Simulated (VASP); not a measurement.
A run of VASP 6.6.1:

Contents of INCAR:

```
  PREC = Accurate
  ENCUT = 520
  EDIFF = 1E-6
  ISMEAR = 0
  SIGMA = 0.1
  LREAL = F
  LASPH = T
  NELM = 100
  ALGO = Normal
  ISIF = 2
  LWAVE = F
  LCHARG = F
  GGA = PE
  IVDW = 12
  NBANDS = 26
```

Contents of KPOINTS:

```
regular mesh
0
Gamma
  6 6 1
```

The input POSCAR:

```
MgS
1.0
    3.9917642464     -0.0027494501      0.0007755228
   -1.9982671612      3.4583182543     -0.0011729466
    0.0024922961     -0.0029614957     12.9231994881
Mg S
4 4
Direct
    0.6675955079      0.3336655910      0.0383092896
    0.0025431054      0.0015209854      0.2873622753
   -0.0018975886      0.0003262726      0.7874094485
    0.3315022482      0.6645414985      0.5381716830
    0.6694534292      0.3346303594      0.2269193049
    0.0007406258      0.0002912627      0.9764148973
   -0.0013452807     -0.0021770961      0.4765263883
    0.3314079528      0.6672011265      0.7268147933
```

Potentials or basis: VASP PAW PBE potentials, release 64 (Mg, S).

Launch:

```console
$ cat potpaw_PBE.64/Mg/POTCAR potpaw_PBE.64/S/POTCAR > POTCAR
$ mpirun -np 1 vasp_std > vasp.out
```

Hardware: 1 thread of Intel Xeon 8259CL (shared host).

Task: Estimate the wall time of this run.

Result: Run time: 2.8 min on 1 thread of Intel Xeon 8259CL, with other jobs on the host, peak memory 0.31 GiB. Counts: scf iterations 14, k points 20.
